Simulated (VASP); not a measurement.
Here is a VASP 6.6.1 calculation.

The input INCAR:

```
SYSTEM = Sc
ALGO     = Fast           ! electronic algorithm
EDIFF    = 1E-6           ! SCF threshold, eV
ENCUT    = 520            ! plane-wave cutoff, eV
GGA      = PE             ! functional
ISIF     = 2              ! what is computed and relaxed
ISMEAR   = -1             ! smearing method
LASPH    = .TRUE.         ! aspherical terms in the spheres
LCHARG   = .TRUE.         ! write CHGCAR
LELF     = .TRUE.         ! ELF
LREAL    = .FALSE.        ! projectors in reciprocal space
LVHAR    = .TRUE.       
LWAVE    = .FALSE.        ! write WAVECAR
NBANDS   = 12             ! bands
NELM     = 60             ! most SCF steps
PREC     = Accurate       ! precision mode
SIGMA    = 0.05           ! smearing width, eV
```

KPOINTS

```
k-points
0
G
  10 10 10
  0 0 0
```

File POSCAR:

```
Sc
1.0
   -1.9172054859      1.9172054859      1.7176030000
    1.9172054859     -1.9172054859      1.7176030000
    1.9172054859      1.9172054859     -1.7176030000
Sc
1
Direct
    0.0000000000      0.0000000000      0.0000000000
```

Potentials or basis: VASP PAW PBE potentials, release 64 (Sc_sv).

Command:

```sh
$ cat potpaw_PBE.64/Sc_sv/POTCAR > POTCAR
$ mpirun -np 1 vasp_std > vasp.out
```

**Question.** Predict the pressure.

**Answer.** -0.8 GPa.

Stress tensor (GPa, compression positive):
```
-1.15  0.00  0.00
 0.00 -1.15  0.00
 0.00  0.00 -0.07
```
